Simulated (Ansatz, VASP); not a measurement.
**AlN in VASP and in Ansatz**

```
CELL_PARAMETERS angstrom
3.28180 0.00000 0.00000
-1.64090 2.84212 0.00000
0.00000 0.00000 4.34830
ATOMIC_POSITIONS crystal
Al 0.33333 0.66667 0.75000
Al 0.66667 0.33333 0.25000
N 0.33333 0.66667 0.25000
N 0.66667 0.33333 0.75000
```

Alike in both runs: task single point; functional PBEsol; k mesh 9 × 9 × 6; occupations gaussian, width 0.05 eV; no spin polarisation.

|  | VASP | Ansatz |
| --- | --- | --- |
| version | VASP 6.6.1 | Ansatz 0.2.0 |
| potentials or method | VASP PAW PBE potentials, release 64 (Al, N), cutoff 520 eV | scalar-relativistic, plane waves, PAW |
| valence electrons in the cell | 16 | 16 |

```csv
,VASP,Ansatz,Ansatz less VASP
gap on the k mesh at the Fermi level (eV),2.93,2.91,-0.013
least direct gap on the mesh (eV),2.93,2.91,-0.013
pressure (GPa),-5.3,-5.2,+0.06
"traceless stress, the component that is largest in VASP (GPa)",-4.84,-4.79,+0.053
```

VASP's potentials were made for PBE, not for PBEsol. The functional is the same, so the differences come from potentials, cutoffs and numerics.
